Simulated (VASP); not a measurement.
A run of VASP 6.6.1:

Contents of INCAR:

```
PREC = Accurate ; ENCUT = 520
EDIFF = 1E-6 ; ISMEAR = -1
SIGMA = 0.1 ; LREAL = False
LASPH = True ; NELM = 80
ALGO = Normal ; ISIF = 2
LWAVE = False ; LCHARG = True
GGA = PE ; LELF = True
LVHAR = True ; NBANDS = 12
```

KPOINTS

```
regular mesh
0
Gamma
  20 20 20
```

The input POSCAR:

```
V
1.0
   -1.3260621413      1.3260621413      1.3260621413
    1.3260621413     -1.3260621413      1.3260621413
    1.3260621413      1.3260621413     -1.3260621413
V
1
Direct
    0.0000000000      0.0000000000      0.0000000000
```

Potentials or basis: VASP PAW PBE potentials, release 64 (V_sv).

Command:

```bash
$ cat potpaw_PBE.64/V_sv/POTCAR > POTCAR
$ mpirun -np 1 vasp_std > vasp.out
```

Hardware: 1 thread of Intel Xeon 6975P-C, on a shared host.

Task: How long does it take, and how much memory?

Result: Run time: 11 s on 1 thread of Intel Xeon 6975P-C (shared host), peak memory 0.14 GiB. Counts: scf iterations 10, k points 256.
